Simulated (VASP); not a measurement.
A run of VASP 6.6.1:

Contents of POSCAR:

```
W
1.0
   -1.5917776927      1.5917776927      1.5917776927
    1.5917776927     -1.5917776927      1.5917776927
    1.5917776927      1.5917776927     -1.5917776927
W
1
Direct
    0.0000000000      0.0000000000      0.0000000000
```

The input INCAR.step1:

```
  PREC = Accurate
  ENCUT = 550
  ISMEAR = 0
  SIGMA = 0.1
  LREAL = F
  LASPH = T
  NELM = 120
  NBANDS = 13
  GGA = PE
  ALGO = Normal
  EDIFF = 1E-5
  LWAVE = T
  LCHARG = F
  GGA_COMPAT = F
```

Contents of INCAR.step2:

```
  PREC = Accurate
  ENCUT = 550
  EDIFF = 1E-6
  ISMEAR = 0
  SIGMA = 0.1
  LREAL = F
  LASPH = T
  NELM = 120
  ALGO = Normal
  ISIF = 2
  LWAVE = F
  LCHARG = T
  METAGGA = R2SCAN
  LMIXTAU = T
  LELF = T
  LVHAR = T
  NBANDS = 13
  ISTART = 1
  GGA_COMPAT = F
```

Contents of KPOINTS:

```
regular mesh
0
Gamma
  22 22 22
```

Potentials or basis: VASP PAW PBE potentials, release 64 (W_sv).

Command:

```sh
$ cat potpaw_PBE.64/W_sv/POTCAR > POTCAR
$ cp INCAR.step1 INCAR
$ mpirun -np 1 vasp_std > vasp.out
$ cp INCAR.step2 INCAR
$ mpirun -np 1 vasp_std > vasp.out
```

Hardware: 1 thread of Intel(R) Xeon(R) 6975P-C (Granite Rapids), with other jobs on the host.

Q: How long does it take, and how much memory?

A: It took 76 s on 1 thread of Intel(R) Xeon(R) 6975P-C (Granite Rapids), with other jobs on the host, peak memory 0.2 GiB. Counts: k points 328.
